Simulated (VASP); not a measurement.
Crystal: TiC (rocksalt type).

```
CELL_PARAMETERS angstrom
0.00000 2.15443 2.15443
2.15443 0.00000 2.15443
2.15443 2.15443 0.00000
ATOMIC_POSITIONS crystal
Ti 0.00000 0.00000 0.00000
C 0.50000 0.50000 0.50000
```

```yaml
Program: VASP 6.6.1
Task: relaxation of cell and atoms
Functional: LDA
Potentials_or_basis: VASP PAW LDA potentials, release 64 (Ti_sv, C)
Cutoff: 600 eV
k_mesh: 17 × 17 × 17
Occupations: fermi-dirac, width 0.08 eV
Spin: no spin polarisation
```

At the start: pressure -8.3 GPa; volume 10.00 Å³/atom.

Question: Where does the relaxation end?

Answer: Over 3 steps the energy falls by 8.2 meV/atom and the volume is 9.69 Å³/atom (-3.1 %); space group Fm-3m (No. 225, to 0.1 Å) before and after.

Step by step:
| step | energy change (eV) | largest force (eV/Å) | pressure (GPa) | volume (Å³) |
| --- | --- | --- | --- | --- |
| 1 | 0.0000 | 0.0000 | -8.26 | 20.00 |
| 2 | 0.0173 | 0.0000 | 13.42 | 18.54 |
| 3 | -0.0165 | 0.0000 | -0.07 | 19.39 |

Final structure:
```
Ti C
1.0
     0.00000    2.13217    2.13217
     2.13217    0.00000    2.13217
     2.13217    2.13217    0.00000
Ti C
1 1
Direct
  0.00000 0.00000 0.00000
  0.50000 0.50000 0.50000
```
